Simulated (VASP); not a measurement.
# AlSn2C4 (F-43m) in VASP: a series of runs

The runs below take AlSn2C4 through single point, relaxation of cell and atoms, with PBE.

All numbers are computed with VASP 6.6.1; they aren't measurements. Logs are shortened: lines on timing, memory, paths and dates and some standing lists are left out, and cuts for length are marked.

**1. The cell of the first run**

Symmetry: F-43m, No. 216, cubic system. The conventional cell has a = 9.617 Å, b = 9.617 Å, c = 9.617 Å, α = 90.00°, β = 90.00°, γ = 90.00°. Within 5.2 Å of Al (site symmetry -43m) lie 12 C at 3.99 Å and 10 Sn at 4.16 to 4.81 Å. Within 2.8 Å of Sn (site symmetry -43m) lie 4 C at 2.08 Å. Sn (site symmetry -43m) has 4 C at 2.08 Å within 2.8 Å. Within 2.8 Å of C (site symmetry 3m) lie 2 Sn at 2.08 Å.

The cell was built from a structure type or drawn by symmetry, and may not be a known phase.

**2. Single point, PBE**

File INCAR:

```
  PREC = Accurate
  ENCUT = 520
  EDIFF = 1E-6
  ISMEAR = 0
  SIGMA = 0.1
  LREAL = F
  LASPH = T
  NELM = 100
  ALGO = Normal
  ISIF = 2
  LWAVE = F
  LCHARG = F
  GGA = PE
  NBANDS = 32
```

File KPOINTS:

```
regular mesh
0
Gamma
  8 8 8
```

File POSCAR:

```
AlSn2C4
1.0
    0.0000000000      4.8085328481      4.8085328481
    4.8085328481      0.0000000000      4.8085328481
    4.8085328481      4.8085328481      0.0000000000
Al Sn C
1 2 4
Direct
    0.7500000000      0.7500000000      0.7500000000
    0.2500000000      0.2500000000      0.2500000000
    0.0000000000      0.0000000000      0.0000000000
    0.1249828048      0.6250515856      0.1249828048
    0.1249828048      0.1249828048      0.1249828048
    0.6250515856      0.1249828048      0.1249828048
    0.1249828048      0.1249828048      0.6250515856
```

Potentials or basis: VASP PAW PBE potentials, release 64 (Al, Sn_d, C).

On the command line:

```console
cat potpaw_PBE.64/Al/POTCAR potpaw_PBE.64/Sn_d/POTCAR potpaw_PBE.64/C/POTCAR > POTCAR
mpirun -np 1 vasp_std > vasp.out
```

OUTCAR:

```text
PREC = Accurate
   ENCUT = 520
   EDIFF = 1E-6
   ISMEAR = 0
   LREAL = F
   LASPH = T
   NELM = 100
   ISIF = 2
   GGA = PE

 ion  position               nearest neighbor table
   1  0.750  0.750  0.750-
   2  0.250  0.250  0.250-   4 2.08   6 2.08   7 2.08   5 2.08
   3  0.000  0.000  0.000-   5 2.08   4 2.08   6 2.08   7 2.08
   4  0.125  0.625  0.125-   3 2.08   2 2.08
   5  0.125  0.125  0.125-   3 2.08   2 2.08
   6  0.625  0.125  0.125-   3 2.08   2 2.08
   7  0.125  0.125  0.625-   3 2.08   2 2.08

  LATTYP: Found a face centered cubic cell.
 ALAT       =     9.6170656962

  Lattice vectors:

 A1 = (   0.0000000000,   4.8085328481,   4.8085328481)
 A2 = (   4.8085328481,   0.0000000000,   4.8085328481)
 A3 = (   4.8085328481,   4.8085328481,   0.0000000000)

Analysis of symmetry for initial positions (statically):
=====================================================================
 Subroutine PRICEL returns:
 Original cell was already a primitive cell.

 Routine SETGRP: Setting up the symmetry group for a
 face centered cubic supercell.

 Subroutine GETGRP returns: Found 24 space group operations
 (whereof 24 operations were pure point group operations)
 out of a pool of 48 trial point group operations.

The static configuration has the point symmetry T_d .

Analysis of symmetry for dynamics (positions and initial velocities):
=====================================================================
 Subroutine PRICEL returns:
 Original cell was already a primitive cell.

 Routine SETGRP: Setting up the symmetry group for a
 face centered cubic supercell.

 Subroutine GETGRP returns: Found 24 space group operations
 (whereof 24 operations were pure point group operations)
 out of a pool of 48 trial point group operations.

The dynamic configuration has the point symmetry T_d .

 Subroutine INISYM returns: Found 24 space group operations
 (whereof 24 operations are pure point group operations),
 and found     1 'primitive' translations

----------------------------------------------------------------------------------------

                                     Primitive cell

  volume of cell :     222.3657

  direct lattice vectors                    reciprocal lattice vectors
     0.000000000  4.808532848  4.808532848    -0.103981821  0.103981821  0.103981821
     4.808532848  0.000000000  4.808532848     0.103981821 -0.103981821  0.103981821
     4.808532848  4.808532848  0.000000000     0.103981821  0.103981821 -0.103981821

  length of vectors
     6.800292369  6.800292369  6.800292369     0.180101796  0.180101796  0.180101796

  position of ions in fractional coordinates (direct lattice)
     0.750000000  0.750000000  0.750000000
     0.250000000  0.250000000  0.250000000
     0.000000000  0.000000000  0.000000000
     0.124982805  0.625051586  0.124982805
     0.124982805  0.124982805  0.124982805
     0.625051586  0.124982805  0.124982805
     0.124982805  0.124982805  0.625051586

  ion indices of the primitive-cell ions
   primitive index   ion index
                 1           1
                 2           2
                 3           3
                 4           4
                 5           5
                 6           6
                 7           7

----------------------------------------------------------------------------------------

 KPOINTS: regular mesh

Automatic generation of k-mesh.
 Grid dimensions read from file:
 generate k-points for:    8    8    8

 Generating k-lattice:

  Cartesian coordinates                     Fractional coordinates (reciprocal lattice)
    -0.012997728  0.012997728  0.012997728     0.125000000  0.000000000  0.000000000
     0.012997728 -0.012997728  0.012997728     0.000000000  0.125000000  0.000000000
     0.012997728  0.012997728 -0.012997728     0.000000000  0.000000000  0.125000000

  Length of vectors
     0.022512725  0.022512725  0.022512725

  Shift w.r.t. Gamma in fractional coordinates (k-lattice)
     0.000000000  0.000000000  0.000000000

 Subroutine IBZKPT returns following result:
 ===========================================

 Found     29 irreducible k-points:

 Following reciprocal coordinates:
            Coordinates               Weight
  0.000000  0.000000  0.000000      1.000000
  0.125000  0.000000  0.000000      8.000000
  0.250000  0.000000  0.000000      8.000000
  0.375000  0.000000  0.000000      8.000000
  0.500000  0.000000  0.000000      4.000000
  0.125000  0.125000  0.000000      6.000000
[... 16 lines left out ...]
  0.500000  0.250000  0.125000     48.000000
 -0.375000  0.250000  0.125000     24.000000
 [... further k-points ...]
   k-points           NKPTS =     29   k-points in BZ     NKDIM =     29   number of bands    NBANDS=     32
   number of dos      NEDOS =    301   number of ions     NIONS =      7
   total plane-waves  NPLWV = 157464
   dimension x,y,z NGX =    54 NGY =   54 NGZ =   54
   dimension x,y,z NGXF=   108 NGYF=  108 NGZF=  108
   ions per type =               1   2   4
   NGX,Y,Z   is equivalent  to a cutoff of  13.20, 13.20, 13.20 a.u.
   NGXF,Y,Z  is equivalent  to a cutoff of  26.40, 26.40, 26.40 a.u.
 SYSTEM =  unknown system
   PREC   = accura    normal or accurate (medium, high low for compatibility)
   ISTART =      0    job   : 0-new  1-cont  2-samecut
   ICHARG =      2    charge: 1-file 2-atom 10-const
   ISPIN  =      1    spin polarized calculation?
   LNONCOLLINEAR =      F non collinear calculations
   LSORBIT =      F    spin-orbit coupling
   LASPH  =      T    aspherical Exc in radial PAW
   ENCUT  =  520.0 eV  38.22 Ry    6.18 a.u.  12.64 12.64 12.64*2*pi/ulx,y,z
   NELM   =    100;   NELMIN=  2; NELMDL= -5     # of ELM steps
   EDIFF  = 0.1E-05   stopping-criterion for ELM
   LREAL  =      F    real-space projection
   EDIFFG = 0.1E-04   stopping-criterion for IOM
   NSW    =      0    number of steps for IOM
   IBRION =     -1    ionic relax: 0-MD 1-quasi-New 2-CG
   NFREE  =      0    steps in history (QN), initial steepest desc. (CG)
   ISIF   =      2    stress and relaxation
   ISYM   =      2    0-nonsym 1-usesym 2-fastsym
   POTIM  = 0.5000    time-step for ionic-motion
   TEBEG  =    0.0;   TEEND  =   0.0 temperature during run
   PSTRESS=    0.0 pullay stress
   NELECT =      47.0000    total number of electrons
   NUPDOWN=      -1.0000    fix difference up-down
   EMIN   =  10.00;   EMAX   =-10.00  energy-range for DOS
   EFERMI =   0.00;   METHOD = LEGACY
   ISMEAR =     0;   SIGMA  =   0.10  broadening in eV -4-tet -1-fermi 0-gaus
   EFERMI_NEDOS =   21; number of points for ismear=-14 and -15
   IALGO  =     38    algorithm
   IMIX   =      4    mixing-type and parameters
     AMIX     =   0.40;   BMIX     =  1.00
     AMIX_MAG =   1.60;   BMIX_MAG =  1.00
  volume/ion in A,a.u.               =      31.77       214.37
  Fermi-wavevector in a.u.,A,eV,Ry     =   0.975180  1.842823 12.938819  0.950976
  Thomas-Fermi vector in A             =   2.105699
   LORBIT       =      0    0 simple, 1 ext, 2 COOP (PROOUT), +10 PAW based schemes
   GGA     = PE    functional components
   LHFCALC =     F    Hartree Fock is set to
   AEXX    =    0.0000 exact exchange contribution
   IVDW    =     0    specifies the selected vdW correction
   LEPSILON=     F    determine dielectric tensor
   LRPA    =     F    only Hartree local field effects (RPA)
 non-spin polarized calculation
 Gauss-broadening in eV      SIGMA  =   0.10
  energy-cutoff  :      520.00
  volume of cell :      222.37
 maximum number of plane-waves:      6008
 NGX is ok and might be reduce to    54
   NGX = 25   NGY = 25   NGZ = 25

 number of electron      47.0000011 magnetization

 Free energy of the ion-electron system (eV)
  ---------------------------------------------------
  ext. energy  EPLUGINS =         0.00000000
  ---------------------------------------------------
  free energy    TOTEN  =       -27.43875269 eV

  energy without entropy =      -27.39545970  energy(sigma->0) =      -27.41710619

 E-fermi :   0.4070     XC(G=0):  -6.8833

 val. band max:        0.3951749317   @ k =   0.3750   0.2500   0.1250
 cond. band min:       0.4125814947   @ k =  -0.2500   0.3750   0.1250
 fundamental gap:      0.0174065630
 Fermi energy:         0.4070048755

 k-point     1 :       0.0000    0.0000    0.0000
  band No.  band energies     occupation
      1     -20.4470      2.00000
      2     -20.4470      2.00000
      3     -20.4470      2.00000
      4     -20.4126      2.00000
      5     -20.4126      2.00000
      6     -20.4126      2.00000
[... 24 lines left out ...]
     31       2.7396      0.00000
     32       5.6063      0.00000

 k-point     2 :       0.1250    0.0000    0.0000
  band No.  band energies     occupation
      1     -20.4473      2.00000
      2     -20.4473      2.00000
      3     -20.4465      2.00000
      4     -20.4132      2.00000
      5     -20.4123      2.00000
      6     -20.4123      2.00000
[... 24 lines left out ...]
     31       2.9158      0.00000
     32       5.7788      0.00000

 k-point     3 :       0.2500    0.0000    0.0000
  band No.  band energies     occupation
      1     -20.4480      2.00000
      2     -20.4480      2.00000
      3     -20.4451      2.00000
      4     -20.4147      2.00000
      5     -20.4116      2.00000
      6     -20.4116      2.00000
[... 24 lines left out ...]
     31       3.4290      0.00000
     32       5.9629      0.00000

 k-point     4 :       0.3750    0.0000    0.0000
  band No.  band energies     occupation
      1     -20.4487      2.00000
      2     -20.4487      2.00000
      3     -20.4436      2.00000
      4     -20.4163      2.00000
      5     -20.4109      2.00000
      6     -20.4109      2.00000
[... 654 lines left out ...]
     31       3.9559      0.00000
     32       6.0734      0.00000

 k-point    23 :       0.5000    0.2500    0.1250
  band No.  band energies     occupation
      1     -20.4503      2.00000
      2     -20.4494      2.00000
      3     -20.4398      2.00000
      4     -20.4202      2.00000
      5     -20.4102      2.00000
      6     -20.4092      2.00000
[... 24 lines left out ...]
     31       4.3850      0.00000
     32       6.0314      0.00000

 k-point    24 :      -0.3750    0.2500    0.1250
  band No.  band energies     occupation
      1     -20.4506      2.00000
      2     -20.4497      2.00000
      3     -20.4386      2.00000
      4     -20.4214      2.00000
      5     -20.4099      2.00000
      6     -20.4090      2.00000
[... 24 lines left out ...]
     31       4.5456      0.00000
     32       6.0408      0.00000

 [... further k-points ...]

------------------------ aborting loop because EDIFF is reached ----------------------------------------

  FORCE on cell =-STRESS in cart. coord.  units (eV):
  Direction    XX          YY          ZZ          XY          YZ          ZX
  --------------------------------------------------------------------------------------
  -------------------------------------------------------------------------------------
  Total       -0.0844377     -0.0844377     -0.0844377     -0.0000000      0.0000000      0.0000000
  in kB       -0.6083857     -0.6083857     -0.6083857     -0.0000000      0.0000000      0.0000000
  external PRESSURE =      -0.6083857 kB  Pullay stress =       0.0000000 kB

 VOLUME and BASIS-vectors are now :
 -----------------------------------------------------------------------------
  energy-cutoff  :      520.00
  volume of cell :      222.37
      direct lattice vectors                 reciprocal lattice vectors
     0.000000000  4.808532848  4.808532848    -0.103981821  0.103981821  0.103981821
     4.808532848  0.000000000  4.808532848     0.103981821 -0.103981821  0.103981821
     4.808532848  4.808532848  0.000000000     0.103981821  0.103981821 -0.103981821

 POSITION                                       TOTAL-FORCE (eV/Angst)
 -----------------------------------------------------------------------------------
      7.21280      7.21280      7.21280        -0.000000     -0.000000     -0.000000
      2.40427      2.40427      2.40427        -0.000000     -0.000000     -0.000000
      0.00000      0.00000      0.00000        -0.000000     -0.000000     -0.000000
      3.60657      1.20197      3.60657        -0.000466      0.000466     -0.000466
      1.20197      1.20197      1.20197         0.000466      0.000466      0.000466
      1.20197      3.60657      3.60657         0.000466     -0.000466     -0.000466
      3.60657      3.60657      1.20197        -0.000466     -0.000466      0.000466
 -----------------------------------------------------------------------------------
    total drift:                               -0.000000     -0.000000     -0.000000

  FREE ENERGIE OF THE ION-ELECTRON SYSTEM (eV)
  ---------------------------------------------------
  free  energy   TOTEN  =       -27.4387526855 eV

  energy  without entropy=      -27.3954597008  energy(sigma->0) =      -27.41710619
```

Wall time 7 min (1 thread of Intel Xeon Platinum 8259CL at 2.50GHz (Skylake/Cascade Lake), shared host); peak memory 0.49 GiB.

Results:

| Property | Result |
| --- | --- |
| Free energy | -27.4388 eV |
| Pressure | -0.1 GPa |
| Band gap on the k mesh | zero (an odd number of electrons rules out a gap without spin polarisation) |

Caveat: spin-orbit coupling is left out, which moves the levels of the heavy elements.

(Continued in part 2 of 2.)
